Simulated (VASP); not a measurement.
# HfC (I4mm) in VASP: single point with PBEsol

Aim: the single point of HfC with PBEsol.

All numbers are computed with VASP 6.6.1; they aren't measurements. Logs are shortened: lines on timing, memory, paths and dates and some standing lists are left out, and cuts for length are marked.

### 1 The cell of the first run

The structure is tetragonal, space group I4mm (No. 107). The conventional cell has a = 3.288 Å, b = 3.288 Å, c = 4.650 Å, α = 90.00°, β = 90.00°, γ = 90.00°. Within 2.9 Å of Hf (site symmetry 4mm) lie 6 C at 2.18 to 2.47 Å. C (site symmetry 4mm) has 6 Hf at 2.18 to 2.47 Å within 2.9 Å.

### 2 Single point, PBEsol (all C atoms moved -0.150 Å, as atom 2 along Cartesian [0 0 1])

File INCAR:

```
SYSTEM = HfC
  ALGO = Normal
  EDIFF = 1E-6
  ENCUT = 520
  GGA = PS
  ISIF = 2
  ISMEAR = 0
  LASPH = .TRUE.
  LCHARG = .FALSE.
  LREAL = .FALSE.
  LWAVE = .FALSE.
  NBANDS = 14
  NELM = 100
  PREC = Accurate
  SIGMA = 0.15
```

File KPOINTS:

```
k-points
0
G
  18 18 18
  0 0 0
```

File POSCAR:

```
HfC
1.0
    0.0000000000      2.3250000000      2.3250000000
    2.3250000000      0.0000000000      2.3250000000
    2.3250000000      2.3250000000      0.0000000000
Hf C
1 1
Direct
    0.5000000000      0.5000000000      0.5000000000
   -0.0322580645     -0.0322580645      0.0322580645
```

Potentials or basis: VASP PAW PBE potentials, release 64 (Hf_pv, C).

Started as:

```sh
> cat potpaw_PBE.64/Hf_pv/POTCAR potpaw_PBE.64/C/POTCAR > POTCAR
> mpirun -np 1 vasp_std > vasp.out
```

OUTCAR:

```text
SYSTEM = HfC
   EDIFF = 1E-6
   ENCUT = 520
   GGA = PS
   ISIF = 2
   ISMEAR = 0
   LASPH = .TRUE.
   LREAL = .FALSE.
   NELM = 100
   PREC = Accurate

 ion  position               nearest neighbor table
   1  0.500  0.500  0.500-   2 2.18   2 2.33   2 2.33   2 2.33   2 2.33   2 2.47
   2  0.968  0.968  0.032-   1 2.18   1 2.33   1 2.33   1 2.33   1 2.33   1 2.47

  LATTYP: Found a face centered cubic cell.
 ALAT       =     4.6500000000

  Lattice vectors:

 A1 = (   0.0000000000,   2.3250000000,   2.3250000000)
 A2 = (   2.3250000000,   0.0000000000,   2.3250000000)
 A3 = (   2.3250000000,   2.3250000000,   0.0000000000)

Analysis of symmetry for initial positions (statically):
=====================================================================
 Subroutine PRICEL returns:
 Original cell was already a primitive cell.

 Routine SETGRP: Setting up the symmetry group for a
 face centered cubic supercell.

 Subroutine GETGRP returns: Found  8 space group operations
 (whereof  8 operations were pure point group operations)
 out of a pool of 48 trial point group operations.

The static configuration has the point symmetry C_4v.

Analysis of symmetry for dynamics (positions and initial velocities):
=====================================================================
 Subroutine PRICEL returns:
 Original cell was already a primitive cell.

 Routine SETGRP: Setting up the symmetry group for a
 face centered cubic supercell.

 Subroutine GETGRP returns: Found  8 space group operations
 (whereof  8 operations were pure point group operations)
 out of a pool of 48 trial point group operations.

The dynamic configuration has the point symmetry C_4v.

 Subroutine INISYM returns: Found  8 space group operations
 (whereof  8 operations are pure point group operations),
 and found     1 'primitive' translations

----------------------------------------------------------------------------------------

                                     Primitive cell

  volume of cell :      25.1362

  direct lattice vectors                    reciprocal lattice vectors
     0.000000000  2.325000000  2.325000000    -0.215053763  0.215053763  0.215053763
     2.325000000  0.000000000  2.325000000     0.215053763 -0.215053763  0.215053763
     2.325000000  2.325000000  0.000000000     0.215053763  0.215053763 -0.215053763

  length of vectors
     3.288046533  3.288046533  3.288046533     0.372484045  0.372484045  0.372484045

  position of ions in fractional coordinates (direct lattice)
     0.500000000  0.500000000  0.500000000
     0.967741936  0.967741936  0.032258064

  ion indices of the primitive-cell ions
   primitive index   ion index
                 1           1
                 2           2

----------------------------------------------------------------------------------------

 KPOINTS: k-points

Automatic generation of k-mesh.
 Grid dimensions read from file:
 generate k-points for:   18   18   18

 Generating k-lattice:

  Cartesian coordinates                     Fractional coordinates (reciprocal lattice)
    -0.011947431  0.011947431  0.011947431     0.055555556  0.000000000  0.000000000
     0.011947431 -0.011947431  0.011947431     0.000000000  0.055555556  0.000000000
     0.011947431  0.011947431 -0.011947431     0.000000000  0.000000000  0.055555556

  Length of vectors
     0.020693558  0.020693558  0.020693558

  Shift w.r.t. Gamma in fractional coordinates (k-lattice)
     0.000000000  0.000000000  0.000000000

 Subroutine IBZKPT returns following result:
 ===========================================

 Found    480 irreducible k-points:

 Following reciprocal coordinates:
            Coordinates               Weight
  0.000000  0.000000  0.000000      1.000000
  0.055556  0.000000  0.000000      8.000000
  0.111111  0.000000  0.000000      8.000000
  0.166667  0.000000  0.000000      8.000000
  0.222222  0.000000  0.000000      8.000000
  0.277778  0.000000  0.000000      8.000000
[... 16 lines left out ...]
  0.388889  0.055556  0.000000      8.000000
  0.000000  0.388889  0.055556     16.000000
 [... further k-points ...]
   k-points           NKPTS =    480   k-points in BZ     NKDIM =    480   number of bands    NBANDS=     14
   number of dos      NEDOS =    301   number of ions     NIONS =      2
   total plane-waves  NPLWV =  13824
   dimension x,y,z NGX =    24 NGY =   24 NGZ =   24
   dimension x,y,z NGXF=    48 NGYF=   48 NGZF=   48
   ions per type =               1   1
   NGX,Y,Z   is equivalent  to a cutoff of  12.13, 12.13, 12.13 a.u.
   NGXF,Y,Z  is equivalent  to a cutoff of  24.27, 24.27, 24.27 a.u.
 SYSTEM =  HfC
   PREC   = accura    normal or accurate (medium, high low for compatibility)
   ISTART =      0    job   : 0-new  1-cont  2-samecut
   ICHARG =      2    charge: 1-file 2-atom 10-const
   ISPIN  =      1    spin polarized calculation?
   LNONCOLLINEAR =      F non collinear calculations
   LSORBIT =      F    spin-orbit coupling
   LASPH  =      T    aspherical Exc in radial PAW
   ENCUT  =  520.0 eV  38.22 Ry    6.18 a.u.   6.11  6.11  6.11*2*pi/ulx,y,z
   NELM   =    100;   NELMIN=  2; NELMDL= -5     # of ELM steps
   EDIFF  = 0.1E-05   stopping-criterion for ELM
   LREAL  =      F    real-space projection
   EDIFFG = 0.1E-04   stopping-criterion for IOM
   NSW    =      0    number of steps for IOM
   IBRION =     -1    ionic relax: 0-MD 1-quasi-New 2-CG
   NFREE  =      0    steps in history (QN), initial steepest desc. (CG)
   ISIF   =      2    stress and relaxation
   ISYM   =      2    0-nonsym 1-usesym 2-fastsym
   POTIM  = 0.5000    time-step for ionic-motion
   TEBEG  =    0.0;   TEEND  =   0.0 temperature during run
   PSTRESS=    0.0 pullay stress
   NELECT =      14.0000    total number of electrons
   NUPDOWN=      -1.0000    fix difference up-down
   EMIN   =  10.00;   EMAX   =-10.00  energy-range for DOS
   EFERMI =   0.00;   METHOD = LEGACY
   ISMEAR =     0;   SIGMA  =   0.15  broadening in eV -4-tet -1-fermi 0-gaus
   EFERMI_NEDOS =   21; number of points for ismear=-14 and -15
   IALGO  =     38    algorithm
   IMIX   =      4    mixing-type and parameters
     AMIX     =   0.40;   BMIX     =  1.00
     AMIX_MAG =   1.60;   BMIX_MAG =  1.00
  volume/ion in A,a.u.               =      12.57        84.81
  Fermi-wavevector in a.u.,A,eV,Ry     =   1.346949  2.545365 24.684672  1.814272
  Thomas-Fermi vector in A             =   2.474740
   LORBIT       =      0    0 simple, 1 ext, 2 COOP (PROOUT), +10 PAW based schemes
   GGA     = PS    functional components
   LHFCALC =     F    Hartree Fock is set to
   AEXX    =    0.0000 exact exchange contribution
   IVDW    =     0    specifies the selected vdW correction
   LEPSILON=     F    determine dielectric tensor
   LRPA    =     F    only Hartree local field effects (RPA)
 non-spin polarized calculation
 Gauss-broadening in eV      SIGMA  =   0.15
  energy-cutoff  :      520.00
  volume of cell :       25.14
 maximum number of plane-waves:       700
   NGX = 13   NGY = 13   NGZ = 13

 number of electron      14.0000001 magnetization

 Free energy of the ion-electron system (eV)
  ---------------------------------------------------
  ext. energy  EPLUGINS =         0.00000000
  ---------------------------------------------------
  free energy    TOTEN  =       -22.09781326 eV

  energy without entropy =      -22.09607652  energy(sigma->0) =      -22.09694489

 E-fermi :   5.8838     XC(G=0): -12.4115

 val. band max:        5.8401155451   @ k =   0.0000   0.0556   0.0556
 cond. band min:       5.9099940512   @ k =   0.0556   0.0000   0.0000
 fundamental gap:      0.0698785061
 Fermi energy:         5.8837664560

 k-point     1 :       0.0000    0.0000    0.0000
  band No.  band energies     occupation
      1     -23.6964      2.00000
      2     -23.6964      2.00000
      3     -23.6963      2.00000
      4      -6.4655      2.00000
      5       6.0767      0.06897
      6       6.0767      0.06897
      7       6.3553      0.00001
      8       7.1501      0.00000
      9       7.9829      0.00000
     10       7.9829      0.00000
     11       9.1741      0.00000
     12       9.8307      0.00000
     13      12.5845      0.00000
     14      16.7012      0.00000

 k-point     2 :       0.0556    0.0000    0.0000
  band No.  band energies     occupation
      1     -23.7189      2.00000
      2     -23.6986      2.00000
      3     -23.6981      2.00000
      4      -6.3869      2.00000
      5       5.6051      1.99138
      6       5.9100      0.80469
      7       6.3452      0.00001
      8       7.2012      0.00000
      9       7.8320      0.00000
     10       8.0095      0.00000
     11       9.6526      0.00000
     12      10.1898      0.00000
     13      12.7699      0.00000
     14      16.9239      0.00000

 k-point     3 :       0.1111    0.0000    0.0000
  band No.  band energies     occupation
      1     -23.7823      2.00000
      2     -23.7048      2.00000
      3     -23.7044      2.00000
      4      -6.1562      2.00000
      5       4.8421      2.00000
      6       5.4520      1.99995
      7       5.8184      1.46211
      8       7.4540      0.00000
      9       7.8209      0.00000
     10       8.1674      0.00000
     11      10.5981      0.00000
     12      11.0040      0.00000
     13      13.2619      0.00000
     14      17.5536      0.00000
[... 324 lines left out ...]
 k-point    23 :       0.3889    0.0556    0.0000
  band No.  band energies     occupation
      1     -24.2771      2.00000
      2     -23.7692      2.00000
      3     -23.7606      2.00000
      4      -3.6910      2.00000
      5       0.8331      2.00000
      6       3.1357      2.00000
      7       3.2924      2.00000
      8       9.2820      0.00000
      9      10.4649      0.00000
     10      10.5733      0.00000
     11      14.1527      0.00000
     12      15.0775      0.00000
     13      16.5833      0.00000
     14      19.5002      0.00000

 k-point    24 :       0.0000    0.3889    0.0556
  band No.  band energies     occupation
      1     -24.2766      2.00000
      2     -23.7686      2.00000
      3     -23.7611      2.00000
      4      -3.6959      2.00000
      5       0.8320      2.00000
      6       3.0872      2.00000
      7       3.3620      2.00000
      8       9.2260      0.00000
      9      10.4274      0.00000
     10      10.5832      0.00000
     11      14.2489      0.00000
     12      15.3379      0.00000
     13      16.2902      0.00000
     14      19.4627      0.00000

 [... further k-points ...]

------------------------ aborting loop because EDIFF is reached ----------------------------------------

  FORCE on cell =-STRESS in cart. coord.  units (eV):
  Direction    XX          YY          ZZ          XY          YZ          ZX
  --------------------------------------------------------------------------------------
  -------------------------------------------------------------------------------------
  Total       -1.1363886     -1.1363886     -0.0515811      0.0000000      0.0000000      0.0000000
  in kB      -72.4333515    -72.4333515     -3.2877747      0.0000000      0.0000000      0.0000000
  external PRESSURE =     -49.3848259 kB  Pullay stress =       0.0000000 kB

 VOLUME and BASIS-vectors are now :
 -----------------------------------------------------------------------------
  energy-cutoff  :      520.00
  volume of cell :       25.14
      direct lattice vectors                 reciprocal lattice vectors
     0.000000000  2.325000000  2.325000000    -0.215053763  0.215053763  0.215053763
     2.325000000  0.000000000  2.325000000     0.215053763 -0.215053763  0.215053763
     2.325000000  2.325000000  0.000000000     0.215053763  0.215053763 -0.215053763

 POSITION                                       TOTAL-FORCE (eV/Angst)
 -----------------------------------------------------------------------------------
      2.32500      2.32500      2.32500         0.000000      0.000000     -1.148468
      2.32500      2.32500      4.50000         0.000000      0.000000      1.148468
 -----------------------------------------------------------------------------------
    total drift:                               -0.000000     -0.000000      0.000100

  FREE ENERGIE OF THE ION-ELECTRON SYSTEM (eV)
  ---------------------------------------------------
  free  energy   TOTEN  =       -22.0978132608 eV

  energy  without entropy=      -22.0960765172  energy(sigma->0) =      -22.09694489
```

Run time: 61 s. Hardware: 1 thread of AMD EPYC 9R45 (Zen 5), shared host; peak memory 0.26 GiB.

Results:

| Quantity | Value |
| --- | --- |
| Free energy | -22.0978 eV |
| Pressure | -4.9 GPa |
| Largest force | 1.148 eV/Å |
| Band gap on the k mesh | zero (band 7 reaches 6.48 eV, above the bottom of band 8 at 5.33 eV) |

Forces in eV/Å, atoms in the order of the input:
```
Hf   0.000  0.000 -1.148
C    0.000  0.000  1.148
```

Caveat: the cell differs from its parent crystal (all C atoms moved -0.150 Å, as atom 2 along Cartesian [0 0 1]); the PAW data sets were made with another functional, which shifts forces and pressure a little; spin-orbit coupling is left out, which moves the levels of the heavy elements.
